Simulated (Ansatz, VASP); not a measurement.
# Two plane-wave programs on HgTe

Contents of INCAR:

```
ALGO = Normal
EDIFF = 1E-6
ENCUT = 520
GGA = PE
ISIF = 2
ISMEAR = 0
LASPH = T
LCHARG = T
LELF = T
LREAL = F
LVHAR = T
LWAVE = F
NBANDS = 16
NELM = 100
PREC = Accurate
SIGMA = 0.1
```

The input KPOINTS:

```
k-points
0
Gamma
  12 12 12
```

The input POSCAR:

```
HgTe
1.0
    0.0000000000      3.3593446725      3.3593446725
    3.3593446725      0.0000000000      3.3593446725
    3.3593446725      3.3593446725      0.0000000000
Hg Te
1 1
Direct
    0.0000000000      0.0000000000      0.0000000000
    0.2500000000      0.2500000000      0.2500000000
```

Input for Ansatz:

```yaml
crystal:
  lattice:
    - [0.0, 3.3593446744, 3.3593446744]
    - [3.3593446744, 0.0, 3.3593446744]
    - [3.3593446744, 3.3593446744, 0.0]
  atoms:
    - { symbol: Hg, position: [0.0, 0.0, 0.0] }
    - { symbol: Te, position: [0.25, 0.25, 0.25] }
basis:
  ecutwfc: 420
kpoints:
  mp_grid: { grid: [12, 12, 12] }
hamiltonian:
  xc: pbe
scf:
  occupations: { method: gaussian, width: 0.1 }
output:
  forces: true
  stress: true
  eigenvalues: true
```

Alike in both runs: task single point; functional PBE; k mesh 12 × 12 × 12; occupations gaussian, width 0.1 eV; no spin polarisation.

```csv
,VASP,Ansatz
version,VASP 6.6.1,Ansatz 0.2.0
potentials or method,"VASP PAW PBE potentials, release 64 (Hg, Te), cutoff 520 eV","scalar-relativistic, plane waves, PAW"
valence electrons in the cell,18,36
```

Ansatz gave:

- gap on the k mesh at the Fermi level (eV): none
- pressure (GPa): -1.0

Estimate VASP's values.

gap on the k mesh at the Fermi level (eV): none; pressure (GPa): -0.9.

A gap of «none» marks a metal or a gap that the smearing closes. VASP's potentials hold 18 valence electrons a cell and Ansatz's 36, so a difference there can come from the potentials and not from the codes.

Spin-orbit coupling is off throughout.
